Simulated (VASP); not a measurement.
# AlCu (Pm-3m) in VASP: further runs, part 3 of 3

VASP 6.6.1.

## (6) Single point, PBEsol

This run uses another cell than the first one, of 15.08 Å³/atom, 1.273 times its volume.

INCAR reads:

```
SYSTEM = AlCu
PREC = Accurate
ENCUT = 520
EDIFF = 1E-7
ISMEAR = -1
SIGMA = 0.05
LREAL = .FALSE.
LASPH = .TRUE.
NELM = 100
ALGO = Normal
ISIF = 2
LWAVE = .FALSE.
LCHARG = .TRUE.
GGA = PS
LELF = .TRUE.
LVHAR = .TRUE.
NBANDS = 14
```

KPOINTS reads:

```
regular mesh
0
G
  8 8 8
  0 0 0
```

POSCAR reads:

```
AlCu
1.0
    3.1129105990      0.0000000000      0.0000000000
    0.0000000000      3.1129105990      0.0000000000
    0.0000000000      0.0000000000      3.1129105990
Al Cu
1 1
Direct
    0.0000000000      0.0000000000      0.0000000000
    0.5000000000      0.5000000000      0.5000000000
```

Potentials or basis: VASP PAW PBE potentials, release 64 (Al, Cu).

On the command line:

```bash
cat potpaw_PBE.64/Al/POTCAR potpaw_PBE.64/Cu/POTCAR > POTCAR
mpirun -np 1 vasp_std > vasp.out
```

OUTCAR:

```text
SYSTEM = AlCu
   PREC = Accurate
   ENCUT = 520
   EDIFF = 1E-7
   ISMEAR = -1
   LREAL = .FALSE.
   LASPH = .TRUE.
   NELM = 100
   ISIF = 2
   GGA = PS

 ion  position               nearest neighbor table
   1  0.000  0.000  0.000-   2 2.70   2 2.70   2 2.70   2 2.70   2 2.70   2 2.70   2 2.70   2 2.70

   2  0.500  0.500  0.500-   1 2.70   1 2.70   1 2.70   1 2.70   1 2.70   1 2.70   1 2.70   1 2.70

  LATTYP: Found a simple cubic cell.
 ALAT       =     3.1129105990

  Lattice vectors:

 A1 = (   3.1129105990,   0.0000000000,   0.0000000000)
 A2 = (   0.0000000000,   3.1129105990,   0.0000000000)
 A3 = (   0.0000000000,   0.0000000000,   3.1129105990)

Analysis of symmetry for initial positions (statically):
=====================================================================
 Subroutine PRICEL returns:
 Original cell was already a primitive cell.

 Routine SETGRP: Setting up the symmetry group for a
 simple cubic supercell.

 Subroutine GETGRP returns: Found 48 space group operations
 (whereof 48 operations were pure point group operations)
 out of a pool of 48 trial point group operations.

The static configuration has the point symmetry O_h .

Analysis of symmetry for dynamics (positions and initial velocities):
=====================================================================
 Subroutine PRICEL returns:
 Original cell was already a primitive cell.

 Routine SETGRP: Setting up the symmetry group for a
 simple cubic supercell.

 Subroutine GETGRP returns: Found 48 space group operations
 (whereof 48 operations were pure point group operations)
 out of a pool of 48 trial point group operations.

The dynamic configuration has the point symmetry O_h .

 Subroutine INISYM returns: Found 48 space group operations
 (whereof 48 operations are pure point group operations),
 and found     1 'primitive' translations

----------------------------------------------------------------------------------------

                                     Primitive cell

  volume of cell :      30.1648

  direct lattice vectors                    reciprocal lattice vectors
     3.112910599  0.000000000  0.000000000     0.321242762  0.000000000  0.000000000
     0.000000000  3.112910599  0.000000000     0.000000000  0.321242762  0.000000000
     0.000000000  0.000000000  3.112910599     0.000000000  0.000000000  0.321242762

  length of vectors
     3.112910599  3.112910599  3.112910599     0.321242762  0.321242762  0.321242762

  position of ions in fractional coordinates (direct lattice)
     0.000000000  0.000000000  0.000000000
     0.500000000  0.500000000  0.500000000

  ion indices of the primitive-cell ions
   primitive index   ion index
                 1           1
                 2           2

----------------------------------------------------------------------------------------

 KPOINTS: regular mesh

Automatic generation of k-mesh.
 Grid dimensions read from file:
 generate k-points for:    8    8    8

 Generating k-lattice:

  Cartesian coordinates                     Fractional coordinates (reciprocal lattice)
     0.040155345  0.000000000  0.000000000     0.125000000  0.000000000  0.000000000
     0.000000000  0.040155345  0.000000000     0.000000000  0.125000000  0.000000000
     0.000000000  0.000000000  0.040155345     0.000000000  0.000000000  0.125000000

  Length of vectors
     0.040155345  0.040155345  0.040155345

  Shift w.r.t. Gamma in fractional coordinates (k-lattice)
     0.000000000  0.000000000  0.000000000

 Subroutine IBZKPT returns following result:
 ===========================================

 Found     35 irreducible k-points:

 Following reciprocal coordinates:
            Coordinates               Weight
  0.000000  0.000000  0.000000      1.000000
  0.125000  0.000000  0.000000      6.000000
  0.250000  0.000000  0.000000      6.000000
  0.375000  0.000000  0.000000      6.000000
  0.500000  0.000000  0.000000      3.000000
  0.125000  0.125000  0.000000     12.000000
[... 16 lines left out ...]
  0.375000  0.375000  0.125000     24.000000
  0.500000  0.375000  0.125000     24.000000
 [... further k-points ...]
   k-points           NKPTS =     35   k-points in BZ     NKDIM =     35   number of bands    NBANDS=     14
   number of dos      NEDOS =    301   number of ions     NIONS =      2
   total plane-waves  NPLWV =  13824
   dimension x,y,z NGX =    24 NGY =   24 NGZ =   24
   dimension x,y,z NGXF=    48 NGYF=   48 NGZF=   48
   ions per type =               1   1
   NGX,Y,Z   is equivalent  to a cutoff of  12.82, 12.82, 12.82 a.u.
   NGXF,Y,Z  is equivalent  to a cutoff of  25.63, 25.63, 25.63 a.u.
 SYSTEM =  AlCu
   PREC   = accura    normal or accurate (medium, high low for compatibility)
   ISTART =      0    job   : 0-new  1-cont  2-samecut
   ICHARG =      2    charge: 1-file 2-atom 10-const
   ISPIN  =      1    spin polarized calculation?
   LNONCOLLINEAR =      F non collinear calculations
   LSORBIT =      F    spin-orbit coupling
   LASPH  =      T    aspherical Exc in radial PAW
   ENCUT  =  520.0 eV  38.22 Ry    6.18 a.u.   5.79  5.79  5.79*2*pi/ulx,y,z
   NELM   =    100;   NELMIN=  2; NELMDL= -5     # of ELM steps
   EDIFF  = 0.1E-06   stopping-criterion for ELM
   LREAL  =      F    real-space projection
   EDIFFG = 0.1E-05   stopping-criterion for IOM
   NSW    =      0    number of steps for IOM
   IBRION =     -1    ionic relax: 0-MD 1-quasi-New 2-CG
   NFREE  =      0    steps in history (QN), initial steepest desc. (CG)
   ISIF   =      2    stress and relaxation
   ISYM   =      2    0-nonsym 1-usesym 2-fastsym
   POTIM  = 0.5000    time-step for ionic-motion
   TEBEG  =    0.0;   TEEND  =   0.0 temperature during run
   PSTRESS=    0.0 pullay stress
   NELECT =      14.0000    total number of electrons
   NUPDOWN=      -1.0000    fix difference up-down
   EMIN   =  10.00;   EMAX   =-10.00  energy-range for DOS
   EFERMI =   0.00;   METHOD = LEGACY
   ISMEAR =    -1;   SIGMA  =   0.05  broadening in eV -4-tet -1-fermi 0-gaus
   EFERMI_NEDOS =   21; number of points for ismear=-14 and -15
   IALGO  =     38    algorithm
   IMIX   =      4    mixing-type and parameters
     AMIX     =   0.40;   BMIX     =  1.00
     AMIX_MAG =   1.60;   BMIX_MAG =  1.00
  volume/ion in A,a.u.               =      15.08       101.78
  Fermi-wavevector in a.u.,A,eV,Ry     =   1.267508  2.395244 21.858816  1.606578
  Thomas-Fermi vector in A             =   2.400653
   LORBIT       =      0    0 simple, 1 ext, 2 COOP (PROOUT), +10 PAW based schemes
   GGA     = PS    functional components
   LHFCALC =     F    Hartree Fock is set to
   AEXX    =    0.0000 exact exchange contribution
   IVDW    =     0    specifies the selected vdW correction
   LEPSILON=     F    determine dielectric tensor
   LRPA    =     F    only Hartree local field effects (RPA)
 non-spin polarized calculation
  energy-cutoff  :      520.00
  volume of cell :       30.16
 maximum number of plane-waves:       840
 NGX is ok and might be reduce to    24
   NGX = 11   NGY = 11   NGZ = 11

 number of electron      13.9999992 magnetization

 Free energy of the ion-electron system (eV)
  ---------------------------------------------------
  ext. energy  EPLUGINS =         0.00000000
  ---------------------------------------------------
  free energy    TOTEN  =        -8.51173980 eV

  energy without entropy =       -8.50413094  energy(sigma->0) =       -8.50793537

 E-fermi :   7.3718     XC(G=0): -11.0898

 val. band max:        7.3330667488   @ k =   0.5000   0.5000   0.3750
 cond. band min:       7.5350546477   @ k =   0.5000   0.5000   0.2500
 fundamental gap:      0.2019878989
 Fermi energy:         7.3718248146

 k-point     1 :       0.0000    0.0000    0.0000
  band No.  band energies     occupation
      1      -2.9695      2.00000
      2       3.3020      2.00000
      3       3.3020      2.00000
      4       4.1275      2.00000
      5       4.1275      2.00000
      6       4.1275      2.00000
      7      11.1951      0.00000
      8      11.1951      0.00000
      9      11.1951      0.00000
     10      13.7835      0.00000
     11      13.7835      0.00000
     12      16.0799      0.00000
     13      24.9412      0.00000
     14      24.9412      0.00000
[... 375 lines left out ...]
 k-point    24 :       0.5000    0.3750    0.1250
  band No.  band energies     occupation
      1       1.8108      2.00000
      2       2.8671      2.00000
      3       3.4811      2.00000
      4       3.6806      2.00000
      5       4.1146      2.00000
      6       4.6068      2.00000
      7       4.8285      2.00000
      8       8.1891      0.00000
      9       8.2368      0.00000
     10      14.3466      0.00000
     11      15.5086      0.00000
     12      17.6883      0.00000
     13      19.6958      0.00000
     14      21.4461      0.00000

 [... further k-points ...]
[... 5 lines left out ...]
  --------------------------------------------------------------------------------------
  -------------------------------------------------------------------------------------
  Total       -2.5381699     -2.5381699     -2.5381699      0.0000000      0.0000000      0.0000000
  in kB     -134.8128642   -134.8128642   -134.8128642      0.0000000      0.0000000      0.0000000
  external PRESSURE =    -134.8128642 kB  Pullay stress =       0.0000000 kB

 VOLUME and BASIS-vectors are now :
 -----------------------------------------------------------------------------
  energy-cutoff  :      520.00
  volume of cell :       30.16
      direct lattice vectors                 reciprocal lattice vectors
     3.112910599  0.000000000  0.000000000     0.321242762  0.000000000  0.000000000
     0.000000000  3.112910599  0.000000000     0.000000000  0.321242762  0.000000000
     0.000000000  0.000000000  3.112910599     0.000000000  0.000000000  0.321242762

 POSITION                                       TOTAL-FORCE (eV/Angst)
 -----------------------------------------------------------------------------------
      0.00000      0.00000      0.00000         0.000000      0.000000      0.000000
      1.55646      1.55646      1.55646         0.000000      0.000000      0.000000
 -----------------------------------------------------------------------------------
    total drift:                                0.000000      0.000000     -0.000000

  FREE ENERGIE OF THE ION-ELECTRON SYSTEM (eV)
  ---------------------------------------------------
  free  energy   TOTEN  =        -8.5117398029 eV

  energy  without entropy=       -8.5041309438  energy(sigma->0) =       -8.50793537
```

stdout:

```text
POSCAR found type information on POSCAR AlCu
 POSCAR found :  2 types and       2 ions
 scaLAPACK will be used
 -----------------------------------------------------------------------------
|                                                                             |
|                                                                             |
|     You enforced a specific xc type in the INCAR file but a different       |
|     I HOPE YOU KNOW WHAT YOU ARE DOING!                                     |
|                                                                             |
 -----------------------------------------------------------------------------

 LDA part: xc-table for (Slater+PW92), standard interpolation
 POSCAR, INCAR and KPOINTS ok, starting setup
 FFT: planning ... GRIDC
 FFT: planning ... GRID_SOFT
 FFT: planning ... GRID
 WAVECAR not read
 entering main loop
```

It took 17 s on 1 thread of Intel Xeon 8259CL, shared host; peak memory 0.14 GiB.

Results:

```
Free energy            : -8.5117 eV
Pressure               : -13.5 GPa
Band gap on the k mesh : zero (band 7 reaches 11.20 eV, above the bottom of band 8 at 6.81 eV)
```

Levels at points of the mesh, in eV from the Fermi level:
```
           k point  band 5  band 6  band 7  band 8  band 9  band 10
(0.00, 0.00, 0.00)   -3.24   -3.24    3.82    3.82    3.82     6.41
(0.50, 0.00, 0.00)   -3.61   -3.20   -2.63    7.40    7.94     7.94
(0.50, 0.50, 0.00)   -3.02   -3.02   -2.93   -0.56   -0.17     9.38
(0.50, 0.50, 0.50)   -2.91    1.24    1.24    1.24    1.34     2.23
```

Caveat: the PAW data sets were made with another functional, which shifts forces and pressure a little.

## (7) Overview

```tsv
cell	gap on the mesh (eV)	pressure (GPa)
a = 2.872 Å, 2 atoms	none	14.3
a = 2.915 Å, 2 atoms	none	7.0
a = 3.037 Å, 2 atoms	none	-7.9
a = 3.075 Å, 2 atoms	none	-11.3
a = 3.113 Å, 2 atoms	none	-13.5
```

Alike in all rows: task single point; level PBEsol; potentials or basis VASP PAW PBE potentials, release 64 (Al, Cu); no spin polarisation; k mesh 8 × 8 × 8; cutoff (eV) 520; smearing fermi-dirac 0.05 eV.

Caveats: the PAW data sets were made with another functional, which shifts forces and pressure a little.

Absolute energies hang on the potentials; compare differences alone.
